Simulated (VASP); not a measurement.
# BN (zincblende type) (F-43m) in VASP: notebook

Runs on BN (zincblende type). Level: PBE. Tasks: relaxation of cell and atoms.

All numbers are computed with VASP 6.6.1; they aren't measurements. Logs are shortened: lines on timing, memory, paths and dates and some standing lists are left out, and cuts for length are marked.

## 1. The cell of the first run

Symmetry: F-43m, No. 216, cubic system. Conventional cell: a = 3.058 Å, b = 3.058 Å, c = 3.058 Å, α = 90.00°, β = 90.00°, γ = 90.00°. B (site symmetry -43m) has 4 N at 1.32 Å within 1.8 Å. N (site symmetry -43m) has 4 B at 1.32 Å within 1.8 Å.

## 2. Relaxation of cell and atoms, PBE, target pressure 440 GPa, at which the enthalpy is minimised

File INCAR:

```
SYSTEM = BN
PREC = Accurate ; ENCUT = 600
EDIFF = 1E-7 ; ISMEAR = -1
SIGMA = 0.08 ; LREAL = .FALSE.
LASPH = .TRUE. ; NELM = 100
ALGO = Normal ; ISIF = 3
LWAVE = .FALSE. ; LCHARG = .FALSE.
GGA = PE ; IBRION = 2
NSW = 60 ; EDIFFG = -0.005
PSTRESS = 4400.0
```

File KPOINTS:

```
Automatic mesh
0
G
  18 18 18
  0 0 0
```

File POSCAR:

```
BN
1.0
    0.0000000000      1.5290076287      1.5290076287
    1.5290076287      0.0000000000      1.5290076287
    1.5290076287      1.5290076287      0.0000000000
B N
1 1
Direct
    0.0000000000      0.0000000000      0.0000000000
    0.2500000000      0.2500000000      0.2500000000
```

Potentials or basis: VASP PAW PBE potentials, release 64 (B, N).

Launch:

```sh
$ cat potpaw_PBE.64/B/POTCAR potpaw_PBE.64/N/POTCAR > POTCAR
$ mpirun -np 1 vasp_std > vasp.out
```

OUTCAR:

```text
SYSTEM = BN
   PREC = Accurate
   ENCUT = 600
   EDIFF = 1E-7
   ISMEAR = -1
   LREAL = .FALSE.
   LASPH = .TRUE.
   NELM = 100
   ISIF = 3
   GGA = PE
   IBRION = 2
   NSW = 60
   EDIFFG = -0.005
   PSTRESS = 4400.0

 ion  position               nearest neighbor table
   1  0.000  0.000  0.000-   2 1.32   2 1.32   2 1.32   2 1.32
   2  0.250  0.250  0.250-   1 1.32   1 1.32   1 1.32   1 1.32

  LATTYP: Found a face centered cubic cell.
 ALAT       =     3.0580152574

  Lattice vectors:

 A1 = (   0.0000000000,   1.5290076287,   1.5290076287)
 A2 = (   1.5290076287,   0.0000000000,   1.5290076287)
 A3 = (   1.5290076287,   1.5290076287,   0.0000000000)

Analysis of symmetry for initial positions (statically):
=====================================================================
 Subroutine PRICEL returns:
 Original cell was already a primitive cell.

 Routine SETGRP: Setting up the symmetry group for a
 face centered cubic supercell.

 Subroutine GETGRP returns: Found 24 space group operations
 (whereof 24 operations were pure point group operations)
 out of a pool of 48 trial point group operations.

The static configuration has the point symmetry T_d .

Analysis of symmetry for dynamics (positions and initial velocities):
=====================================================================
 Subroutine PRICEL returns:
 Original cell was already a primitive cell.

 Routine SETGRP: Setting up the symmetry group for a
 face centered cubic supercell.

 Subroutine GETGRP returns: Found 24 space group operations
 (whereof 24 operations were pure point group operations)
 out of a pool of 48 trial point group operations.

The dynamic configuration has the point symmetry T_d .

 Subroutine INISYM returns: Found 24 space group operations
 (whereof 24 operations are pure point group operations),
 and found     1 'primitive' translations

----------------------------------------------------------------------------------------

                                     Primitive cell

  volume of cell :       7.1492

  direct lattice vectors                    reciprocal lattice vectors
     0.000000000  1.529007629  1.529007629    -0.327009487  0.327009487  0.327009487
     1.529007629  0.000000000  1.529007629     0.327009487 -0.327009487  0.327009487
     1.529007629  1.529007629  0.000000000     0.327009487  0.327009487 -0.327009487

  length of vectors
     2.162343325  2.162343325  2.162343325     0.566397046  0.566397046  0.566397046

  position of ions in fractional coordinates (direct lattice)
     0.000000000  0.000000000  0.000000000
     0.250000000  0.250000000  0.250000000

  ion indices of the primitive-cell ions
   primitive index   ion index
                 1           1
                 2           2

----------------------------------------------------------------------------------------

 KPOINTS: Automatic mesh

Automatic generation of k-mesh.
 Grid dimensions read from file:
 generate k-points for:   18   18   18

 Generating k-lattice:

  Cartesian coordinates                     Fractional coordinates (reciprocal lattice)
    -0.018167194  0.018167194  0.018167194     0.055555556  0.000000000  0.000000000
     0.018167194 -0.018167194  0.018167194     0.000000000  0.055555556  0.000000000
     0.018167194  0.018167194 -0.018167194     0.000000000  0.000000000  0.055555556

  Length of vectors
     0.031466503  0.031466503  0.031466503

  Shift w.r.t. Gamma in fractional coordinates (k-lattice)
     0.000000000  0.000000000  0.000000000

 Subroutine IBZKPT returns following result:
 ===========================================

 Found    195 irreducible k-points:

 Following reciprocal coordinates:
            Coordinates               Weight
  0.000000  0.000000  0.000000      1.000000
  0.055556  0.000000  0.000000      8.000000
  0.111111  0.000000  0.000000      8.000000
  0.166667  0.000000  0.000000      8.000000
  0.222222  0.000000  0.000000      8.000000
  0.277778  0.000000  0.000000      8.000000
[... 16 lines left out ...]
 -0.277778  0.055556  0.000000     24.000000
 -0.222222  0.055556  0.000000     24.000000
 [... further k-points ...]
   k-points           NKPTS =    195   k-points in BZ     NKDIM =    195   number of bands    NBANDS=      8
   number of dos      NEDOS =    301   number of ions     NIONS =      2
   total plane-waves  NPLWV =   5832
   dimension x,y,z NGX =    18 NGY =   18 NGZ =   18
   dimension x,y,z NGXF=    36 NGYF=   36 NGZF=   36
   ions per type =               1   1
   NGX,Y,Z   is equivalent  to a cutoff of  13.84, 13.84, 13.84 a.u.
   NGXF,Y,Z  is equivalent  to a cutoff of  27.68, 27.68, 27.68 a.u.
 SYSTEM =  BN
   PREC   = accura    normal or accurate (medium, high low for compatibility)
   ISTART =      0    job   : 0-new  1-cont  2-samecut
   ICHARG =      2    charge: 1-file 2-atom 10-const
   ISPIN  =      1    spin polarized calculation?
   LNONCOLLINEAR =      F non collinear calculations
   LSORBIT =      F    spin-orbit coupling
   LASPH  =      T    aspherical Exc in radial PAW
   ENCUT  =  600.0 eV  44.10 Ry    6.64 a.u.   4.32  4.32  4.32*2*pi/ulx,y,z
   NELM   =    100;   NELMIN=  2; NELMDL= -5     # of ELM steps
   EDIFF  = 0.1E-06   stopping-criterion for ELM
   LREAL  =      F    real-space projection
   EDIFFG = -.5E-02   stopping-criterion for IOM
   NSW    =     60    number of steps for IOM
   IBRION =      2    ionic relax: 0-MD 1-quasi-New 2-CG
   NFREE  =      1    steps in history (QN), initial steepest desc. (CG)
   ISIF   =      3    stress and relaxation
   ISYM   =      2    0-nonsym 1-usesym 2-fastsym
   POTIM  = 0.5000    time-step for ionic-motion
   TEBEG  =    0.0;   TEEND  =   0.0 temperature during run
   PSTRESS= 4400.0 pullay stress
   NELECT =       8.0000    total number of electrons
   NUPDOWN=      -1.0000    fix difference up-down
   EMIN   =  10.00;   EMAX   =-10.00  energy-range for DOS
   EFERMI =   0.00;   METHOD = LEGACY
   ISMEAR =    -1;   SIGMA  =   0.08  broadening in eV -4-tet -1-fermi 0-gaus
   EFERMI_NEDOS =   21; number of points for ismear=-14 and -15
   IALGO  =     38    algorithm
   IMIX   =      4    mixing-type and parameters
     AMIX     =   0.40;   BMIX     =  1.00
     AMIX_MAG =   1.60;   BMIX_MAG =  1.00
  volume/ion in A,a.u.               =       3.57        24.12
  Fermi-wavevector in a.u.,A,eV,Ry     =   1.699620  3.211816 39.303262  2.888708
  Thomas-Fermi vector in A             =   2.779904
   LORBIT       =      0    0 simple, 1 ext, 2 COOP (PROOUT), +10 PAW based schemes
   GGA     = PE    functional components
   LHFCALC =     F    Hartree Fock is set to
   AEXX    =    0.0000 exact exchange contribution
   IVDW    =     0    specifies the selected vdW correction
   LEPSILON=     F    determine dielectric tensor
   LRPA    =     F    only Hartree local field effects (RPA)
 conjugate gradient relaxation of ions
 non-spin polarized calculation
  energy-cutoff  :      600.00
  volume of cell :        7.15
 maximum number of plane-waves:       259
 NGX is ok and might be reduce to    18
   NGX =  9   NGY =  9   NGZ =  9

--------------------------------------- Ionic step        1  -------------------------------------------

 number of electron       8.0000000 magnetization

 Free energy of the ion-electron system (eV)
  ---------------------------------------------------
  ext. energy  EPLUGINS =         0.00000000
  ---------------------------------------------------
  free energy    TOTEN  =       -12.68084262 eV

  energy without entropy =      -12.68084262  energy(sigma->0) =      -12.68084262

------------------------ aborting loop because EDIFF is reached ----------------------------------------

  FORCE on cell =-STRESS in cart. coord.  units (eV):
  Direction    XX          YY          ZZ          XY          YZ          ZX
  --------------------------------------------------------------------------------------
  -------------------------------------------------------------------------------------
  Total       21.1371614     21.1371614     21.1371614     -0.0000000     -0.0000000      0.0000000
  in kB     4736.9444712   4736.9444712   4736.9444712     -0.0000000     -0.0000000      0.0000000
  external PRESSURE =     336.9444712 kB  Pullay stress =    4400.0000000 kB
[... 99 lines left out ...]
  enthalpy is  TOTEN    =         6.9380774114 eV   P V=       20.0415815832

--------------------------------------- Ionic step        4  -------------------------------------------

 number of electron       8.0000001 magnetization

 Free energy of the ion-electron system (eV)
  ---------------------------------------------------
  ext. energy  EPLUGINS =         0.00000000
  ---------------------------------------------------
  free energy    TOTEN  =       -13.08640804 eV

  energy without entropy =      -13.08640804  energy(sigma->0) =      -13.08640804

 E-fermi :  16.1113     XC(G=0): -15.3698

 val. band max:       14.6463891956   @ k =   0.0000   0.0000   0.0000
 cond. band min:      19.4875539276   @ k =   0.5000   0.5000   0.0000
 fundamental gap:      4.8411647320
 Fermi energy:        16.1113111362

 k-point     1 :       0.0000    0.0000    0.0000
  band No.  band energies     occupation
      1     -12.1962      2.00000
      2      14.6464      2.00000
      3      14.6464      2.00000
      4      14.6464      2.00000
      5      25.7649      0.00000
      6      25.7649      0.00000
      7      25.7649      0.00000
      8      34.0232      0.00000
[... 243 lines left out ...]
 k-point    24 :      -0.2222    0.0556    0.0000
  band No.  band energies     occupation
      1     -10.1461      2.00000
      2       7.2269      2.00000
      3      11.9591      2.00000
      4      13.3094      2.00000
      5      27.6405      0.00000
      6      28.5545      0.00000
      7      29.6595      0.00000
      8      35.2805      0.00000

 [... further k-points ...]
[... 5 lines left out ...]
  --------------------------------------------------------------------------------------
  -------------------------------------------------------------------------------------
  Total       20.0236582     20.0236582     20.0236582      0.0000000     -0.0000000      0.0000000
  in kB     4399.8245853   4399.8245853   4399.8245853      0.0000000     -0.0000000      0.0000000
  external PRESSURE =      -0.1754147 kB  Pullay stress =    4400.0000000 kB
[... 17 lines left out ...]
  FREE ENERGIE OF THE ION-ELECTRON SYSTEM (eV)
  ---------------------------------------------------
  free  energy   TOTEN  =       -13.0864080409 eV

  energy  without entropy=      -13.0864080409  energy(sigma->0) =      -13.08640804

  enthalpy is  TOTEN    =         6.9380484714 eV   P V=       20.0244565124

 reached required accuracy - stopping structural energy minimisation
```

It took 32 s on 1 thread of Intel Xeon Platinum 8488C (Sapphire Rapids), shared host; peak memory 0.12 GiB.

What came out:

```yaml
Free_energy: -13.0864 eV
Relaxed_volume: 3.65 Å³/atom
Relaxed_cell: a = 2.177 Å, b = 2.177 Å, c = 2.177 Å, α = 60.00°, β = 60.00°, γ = 60.00°
Space_group_after_relaxing_to_0.05_Å: F-43m (No. 216)
Energy_change_on_relaxing_the_enthalpy_is_what_falls: -202.8 meV/atom
Ionic_steps: 4
Pressure_after_relaxing: 440.0 GPa
Band_gap_on_the_k_mesh: 4.84 eV, indirect (least direct gap 11.12 eV)
```

Step by step:
```
step  energy change (eV)  largest force (eV/Å)  pressure (GPa)  volume (Å³)
   1              0.0000                0.0000          473.69         7.15
   2             -1.9466                0.0000          310.63         7.96
   3             -0.4227                0.0000          438.56         7.30
   4             -0.4056                0.0000          439.98         7.29
```

Final structure:
```
CELL_PARAMETERS angstrom
0.00000 1.53909 1.53909
1.53909 0.00000 1.53909
1.53909 1.53909 0.00000
ATOMIC_POSITIONS crystal
B 0.00000 0.00000 0.00000
N 0.25000 0.25000 0.25000
```

Caveat: the cell is relaxed towards a set pressure, so the enthalpy falls and the energy may rise. A k mesh can miss the band edges.

## 3. Relaxation of cell and atoms, PBE, target pressure 440 GPa, at which the enthalpy is minimised

This run uses another cell than the first one, of 3.64 Å³/atom, 1.018 times its volume.

File INCAR:

```
SYSTEM = BN
  ALGO = Normal
  EDIFF = 1E-6
  EDIFFG = -0.005
  ENCUT = 600
  GGA = PE
  IBRION = 2
  ISIF = 3
  ISMEAR = -1
  LASPH = .TRUE.
  LCHARG = .FALSE.
  LREAL = .FALSE.
  LWAVE = .FALSE.
  NELM = 100
  NSW = 32
  PREC = Accurate
  PSTRESS = 4400.0
  SIGMA = 0.08
```

File KPOINTS:

```
k-points
0
G
  18 18 18
  0 0 0
```

File POSCAR:

```
BN
1.0
    0.0000000000      1.5381373974      1.5381373974
    1.5381373974      0.0000000000      1.5381373974
    1.5381373974      1.5381373974      0.0000000000
B N
1 1
Direct
    0.0000000000      0.0000000000      0.0000000000
    0.2500000000      0.2500000000      0.2500000000
```

Potentials or basis: VASP PAW PBE potentials, release 64 (B, N).

Launch:

```sh
$ cat potpaw_PBE.64/B/POTCAR potpaw_PBE.64/N/POTCAR > POTCAR
$ mpirun -np 1 vasp_std > vasp.out
```

It took 28 s on 1 thread of Intel Xeon Platinum 8488C (Sapphire Rapids), shared host; peak memory 0.12 GiB.

Results (log left out):

```
Free energy                                            : -13.0866 eV
Relaxed volume                                         : 3.65 Å³/atom
Relaxed cell                                           : a = 2.177 Å, b = 2.177 Å, c = 2.177 Å, α = 60.00°, β = 60.00°, γ = 60.00°
Space group after relaxing (to 0.05 Å)                 : F-43m (No. 216)
Energy change on relaxing (the enthalpy is what falls) : -18.4 meV/atom
Ionic steps                                            : 3
Pressure after relaxing                                : 440.0 GPa
Band gap on the k mesh                                 : 4.84 eV, indirect (least direct gap 11.12 eV)
```

Step by step:
```
step  energy change (eV)  largest force (eV/Å)  pressure (GPa)  volume (Å³)
   1              0.0000                0.0000          443.06         7.28
   2             -0.1995                0.0000          426.46         7.35
   3             -0.0367                0.0000          440.01         7.29
```

Final structure:
```
B N
1.0
     0.00000    1.53908    1.53908
     1.53908    0.00000    1.53908
     1.53908    1.53908    0.00000
B N
1 1
Direct
  0.00000 0.00000 0.00000
  0.25000 0.25000 0.25000
```

Levels at points of the mesh, in eV from the valence-band top:
| k point | band 1 | band 2 | band 3 | band 4 | band 5 | band 6 | band 7 | band 8 |
| --- | --- | --- | --- | --- | --- | --- | --- | --- |
| (0.00, 0.00, 0.00) | -26.84 | 0.00 | 0.00 | 0.00 | 11.12 | 11.12 | 11.12 | 19.38 |
| (0.50, 0.00, 0.00) | -20.08 | -15.96 | -3.08 | -3.08 | 13.27 | 13.27 | 17.33 | 20.19 |
| (0.50, 0.50, 0.00) | -17.91 | -12.84 | -7.88 | -7.88 | 4.84 | 11.90 | 26.64 | 26.64 |

Caveat: the cell is relaxed towards a set pressure, so the enthalpy falls and the energy may rise. PBE gaps usually lie below the measured ones, often by a third to a half.
